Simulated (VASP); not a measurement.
Ru, 2 atoms in the cell. It takes space group P6_3/mmc (No. 194, hexagonal). The conventional cell has a = 2.748 Å, b = 2.748 Å, c = 4.074 Å, α = 90.00°, β = 90.00°, γ = 120.00°. Ru (site symmetry -6m2) has 12 Ru at 2.58 to 2.75 Å within 3.4 Å.  This cell differs from its parent crystal: volume 13.321 Å^3 an atom, c/a of the conventional cell 1.4828.

| Quantity | Value |
| --- | --- |
| Program | VASP 6.6.1 |
| Task | single point |
| Functional | PBEsol |
| Potentials or basis | VASP PAW PBE potentials, release 64 (Ru_pv) |
| Cutoff | 520 eV |
| k mesh | 21 × 21 × 12 |
| Occupations | gaussian, width 0.15 eV |
| Spin | no spin polarisation |
| Dipole correction | no |
| Further INCAR settings | ALGO = Fast; EDIFF = 1e-07; NBANDS = 21 |

Potentials or basis: VASP PAW PBE potentials, release 64 (Ru_pv).

The run is started by

```sh
$ cat potpaw_PBE.64/Ru_pv/POTCAR > POTCAR
$ mpirun -np 1 vasp_std > vasp.out
```

Hardware: 1 thread of AMD EPYC 7R13 Processor (Zen 3), on a shared host.

Question: Estimate the wall time of this run.

Answer: Run time: 110 s on 1 thread of AMD EPYC 7R13 Processor (Zen 3) (shared host), peak memory 0.22 GiB. Counts: scf iterations 14, k points 336.
